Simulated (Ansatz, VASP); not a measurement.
**Two plane-wave programs on Na2SCl2**

INCAR

```
PREC     = Accurate       # precision mode
ENCUT    = 520            # plane-wave cutoff, eV
EDIFF    = 1E-7           # SCF threshold, eV
ISMEAR   = 0              # smearing method
SIGMA    = 0.05           # smearing width, eV
LREAL    = F              # projectors in reciprocal space
LASPH    = T              # aspherical terms in the spheres
NELM     = 150            # most SCF steps
ALGO     = Normal         # electronic algorithm
ISIF     = 2              # what is computed and relaxed
LWAVE    = F              # write WAVECAR
LCHARG   = F              # write CHGCAR
ISPIN    = 2              # spin polarisation
MAGMOM   = 0 0 0 0 2      # initial moments
LORBIT   = 11             # projections on sites
LDIPOL   = T            
IDIPOL   = 3            
DIPOL    = 0.5 0.5 0.324
GGA      = PE             # functional
NBANDS   = 29             # bands
```

File KPOINTS:

```
Automatic mesh
0
Gamma
  7 7 1
```

File POSCAR:

```
Na2SCl2
1.0
    4.0273798085      0.0000000000      0.0000000000
    0.0000000000      4.0273798085      0.0000000000
    0.0000000000      0.0000000000     19.8776080688
Na Cl S
2 2 1
Direct
    0.5000000000      0.5000000000      0.2012314553
    0.0000000000      0.0000000000      0.3409539738
    0.0000000000      0.0000000000      0.2012314553
    0.5000000000      0.5000000000      0.3459977702
    0.5000000000      0.5000000000      0.5306276305
```

Input for Ansatz:

```yaml
crystal:
  lattice:
    - [4.0273798085, 0.0, 0.0]
    - [0.0, 4.0273798085, 0.0]
    - [0.0, 0.0, 19.8776080688]
  atoms:
    - { symbol: Na, position: [0.5, 0.5, 0.2012314553] }
    - { symbol: Cl, position: [0.0, 0.0, 0.2012314553] }
    - { symbol: Na, position: [0.0, 0.0, 0.3409539738] }
    - { symbol: Cl, position: [0.5, 0.5, 0.3459977702] }
    - { symbol: S, position: [0.5, 0.5, 0.5306276305], spin: 2.0 }
basis:
  ecutwfc: 420
kpoints:
  mp_grid: { grid: [7, 7, 1] }
hamiltonian:
  xc: pbe
scf:
  occupations: { method: gaussian, width: 0.05 }
output:
  forces: true
  eigenvalues: true
  populations: true
magnetization:
  spin_polarized: true
efield:
  axis: 3
  dipole_correction: true
  ramp_width: 0.04
```

Alike in both runs: task single point; functional PBE; k mesh 7 × 7 × 1; occupations gaussian, width 0.05 eV; collinear spin.

```csv
,VASP,Ansatz
version,VASP 6.6.1,Ansatz 0.2.0
potentials or method,"VASP PAW PBE potentials, release 64 (Na_pv, Cl, S), cutoff 520 eV","scalar-relativistic, plane waves, PAW"
valence electrons in the cell,34,38
```

```tsv
	VASP	Ansatz	Ansatz less VASP
gap on the k mesh at the Fermi level (eV)	none	none	-
rms of the force components (eV/Å)	0.089	0.088	-0.0005
net moment per atom (μB)	0.40	0.40	0.000
size of the moment on the site where the two differ most (μB)	1.15	1.82	+0.665
```

Site moments also hang on the region over which each program counts them. A gap of «none» marks a metal or a gap that the smearing closes. VASP's potentials hold 34 valence electrons a cell and Ansatz's 38, so a difference there can come from the potentials and not from the codes. Ansatz's warnings: stability check not made.
